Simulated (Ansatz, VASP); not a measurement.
One calculation of GaP, two programs

```
Ga P
1.0
     0.00000    2.69566    2.69566
     2.69566    0.00000    2.69566
     2.69566    2.69566    0.00000
Ga P
1 1
Direct
  0.00000 0.00000 0.00000
  0.75000 0.75000 0.75000
```

Alike in both runs: task single point; functional LDA; k mesh 10 × 10 × 10; occupations gaussian, width 0.02 eV; no spin polarisation.

```csv
,VASP,Ansatz
version,VASP 6.6.1,Ansatz 0.2.0
potentials or method,"VASP PAW LDA potentials, release 64 (Ga_d, P), cutoff 500 eV","scalar-relativistic, plane waves, PAW"
valence electrons in the cell,18,18
```

|  | VASP | Ansatz | Ansatz less VASP |
| --- | --- | --- | --- |
| gap on the k mesh at the Fermi level (eV) | 1.40 | 1.40 | -0.002 |
| least direct gap on the mesh (eV) | 1.91 | 1.88 | -0.029 |

LDA's correlation is that of Perdew and Zunger in VASP and of Perdew and Wang (1992) in Ansatz.
